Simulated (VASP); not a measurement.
Runs of VASP 6.6.1 on ZrB. The structure is that of space group P6/mmm (No. 191), or close to it. The cells are those of the table. 

```csv
task,spin,cell,k mesh,cutoff (eV),gap on the mesh (eV),pressure (GPa),relaxed volume (Å³/atom)
single point,"collinear, ferromagnetic start","a = 2.951, b = 2.951, c = 4.831 Å, angles 90.0, 90.0, 120.0°, 2 atoms",6 × 6 × 4,520,none,0.1,-
single point,off,"a = 2.951, b = 2.951, c = 4.831 Å, angles 90.0, 90.0, 120.0°, 2 atoms",6 × 6 × 4,520,none,0.1,-
relaxation of cell and atoms,off,"relaxed from a = 2.951, b = 2.951, c = 4.831 Å, angles 90.0, 90.0, 120.0°, 2 atoms",24 × 24 × 12,600,none,0.0,18.28
single point,off,"a = 2.488, b = 2.488, c = 4.696 Å, angles 90.0, 90.0, 120.0°, 2 atoms",6 × 6 × 4,520,none,(a),-
relaxation of cell and atoms,off,"relaxed from a = 2.488, b = 2.488, c = 4.696 Å, angles 90.0, 90.0, 120.0°, 2 atoms",6 × 6 × 4,600,none,0.0,18.23
single point,off,"a = 2.965, b = 2.965, c = 4.802 Å, angles 90.0, 90.0, 120.0°, 2 atoms",24 × 24 × 12,520,none,0.0,-
```

Alike in all rows: level PBE; potentials or basis VASP PAW PBE potentials, release 64 (Zr_sv, B); smearing gaussian 0.1 eV.

**Question.** Estimate the missing entries.

**Answer.** (a) 45.1.

Caveats: some runs use coarse meshes; the volume moved by over 15 % at a fixed basis, so the end points are rough (some runs).

A k mesh can miss the band edges, and the runs leave out spin-orbit coupling on Zr.

A gap of «none» marks levels without a gap at the run's occupations.
